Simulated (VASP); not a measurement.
A run of VASP 6.6.1 is set up as follows.

File POSCAR:

```
PtS2
1.0
    3.5526415803      0.0000000000      0.0000000000
   -1.7763207902      3.0766778591      0.0000000000
    0.0000000000      0.0000000000      5.1227110450
Pt S
1 2
Direct
    0.0000000000      0.0000000000      0.0000000000
    0.3333333333      0.6666666667      0.2392599773
    0.6666666667      0.3333333333      0.7607400227
```

INCAR.step1

```
SYSTEM = PtS2
  PREC = Accurate
  ENCUT = 520
  ISMEAR = 0
  SIGMA = 0.01
  LREAL = .False.
  LASPH = .True.
  NELM = 80
  NBANDS = 18
  GGA = PE
  ALGO = Normal
  EDIFF = 1E-4
  LWAVE = .True.
  LCHARG = .False.
```

Contents of INCAR.step2:

```
SYSTEM = PtS2
  PREC = Accurate
  ENCUT = 520
  EDIFF = 1E-7
  ISMEAR = 0
  SIGMA = 0.01
  LREAL = .False.
  LASPH = .True.
  NELM = 80
  ALGO = Normal
  ISIF = 2
  LWAVE = .False.
  LCHARG = .False.
  METAGGA = R2SCAN
  LMIXTAU = .True.
  NBANDS = 18
  ISTART = 1
```

The input KPOINTS:

```
Automatic mesh
0
Gamma
  3 3 3
  0 0 0
```

Potentials or basis: VASP PAW PBE potentials, release 64 (Pt, S).

Command:

```sh
$ cat potpaw_PBE.64/Pt/POTCAR potpaw_PBE.64/S/POTCAR > POTCAR
$ cp INCAR.step1 INCAR
$ mpirun -np 1 vasp_std > vasp.out
$ cp INCAR.step2 INCAR
$ mpirun -np 1 vasp_std > vasp.out
```

Q: What does it give for the pressure?

A: 0.9 GPa.

Q: What does it give for the band gap on the k mesh?

A: 1.00 eV (least direct gap 1.61 eV).

Q: Estimate the largest force.

A: 0.206 eV/Å.

Forces on the atoms (eV/Å):
```
Pt   0.000  0.000  0.000
S    0.000  0.000 -0.206
S    0.000  0.000  0.206
```

Caveat: the k points lie up to 0.68 Å⁻¹ apart; the PAW data sets were made with another functional, which shifts forces and pressure a little; spin-orbit coupling is left out, which moves the levels of the heavy elements; an odd mesh through Γ misses points on the zone boundary, where band edges can lie.
